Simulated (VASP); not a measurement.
Wanted: the native input for a VASP 6.6.1 run.

```yaml
Task: single point
Functional: r2SCAN
Potentials_or_basis: VASP PAW PBE potentials, release 64 (Rh_pv)
Cutoff: 520 eV
k_mesh: 22 × 22 × 22
Occupations: gaussian, width 0.15 eV
Spin: no spin polarisation
Dipole_correction: no
Further_INCAR_settings: ALGO = Normal; EDIFF = 1e-06; NBANDS = 14
```

Crystal: Rh.

```xyz
1
Lattice="0.0000 1.9016 1.9348 1.9016 0.0000 1.9348 1.9016 1.9016 0.0000" Properties=species:S:1:pos:R:3 pbc="T T T"
Rh    0.0000    0.0000    0.0000
```

This cell differs from its parent crystal: strain +0.0175 x Voigt [0, 0, 1, 0, 0, 0].

These files were run (other wordings do the same):

POSCAR

```
Rh
1.0
    0.0000000000      1.9015500000      1.9348271250
    1.9015500000      0.0000000000      1.9348271250
    1.9015500000      1.9015500000      0.0000000000
Rh
1
Direct
    0.0000000000      0.0000000000      0.0000000000
```

INCAR.step1

```
ALGO     = Normal         # electronic algorithm
EDIFF    = 1E-4           # SCF threshold, eV
ENCUT    = 520            # plane-wave cutoff, eV
GGA      = PE             # functional
ISMEAR   = 0              # smearing method
LASPH    = True           # aspherical terms in the spheres
LCHARG   = False          # write CHGCAR
LREAL    = False          # projectors in reciprocal space
LWAVE    = True           # write WAVECAR
NBANDS   = 14             # bands
NELM     = 60             # most SCF steps
PREC     = Accurate       # precision mode
SIGMA    = 0.15           # smearing width, eV
```

INCAR.step2

```
ALGO     = Normal         # electronic algorithm
EDIFF    = 1E-6           # SCF threshold, eV
ENCUT    = 520            # plane-wave cutoff, eV
ISIF     = 2              # what is computed and relaxed
ISMEAR   = 0              # smearing method
ISTART   = 1            
LASPH    = True           # aspherical terms in the spheres
LCHARG   = True           # write CHGCAR
LELF     = True           # ELF
LMIXTAU  = True         
LREAL    = False          # projectors in reciprocal space
LVHAR    = True         
LWAVE    = False          # write WAVECAR
METAGGA  = R2SCAN         # meta-GGA
NBANDS   = 14             # bands
NELM     = 60             # most SCF steps
PREC     = Accurate       # precision mode
SIGMA    = 0.15           # smearing width, eV
```

KPOINTS

```
k-points
0
Gamma
  22 22 22
```

Potentials or basis: VASP PAW PBE potentials, release 64 (Rh_pv).

The run is started by

```sh
$ cat potpaw_PBE.64/Rh_pv/POTCAR > POTCAR
$ cp INCAR.step1 INCAR
$ mpirun -np 1 vasp_std > vasp.out
$ cp INCAR.step2 INCAR
$ mpirun -np 1 vasp_std > vasp.out
```

It gave:

```yaml
Pressure: -4.1 GPa
Band_gap_on_the_k_mesh: zero (an odd number of electrons rules out a gap without spin polarisation)
```

Caveat: the cell differs from its parent crystal (strain +0.0175 x Voigt [0, 0, 1, 0, 0, 0]); the cell stands under tension; an empty level that is flat over the whole mesh can mark a ghost state of the potentials, or a narrow d or f band; the PAW data sets were made with another functional, which shifts forces and pressure a little.

It took 12 min on 1 thread of Intel Xeon 8259CL, on a shared host, peak memory 0.26 GiB.
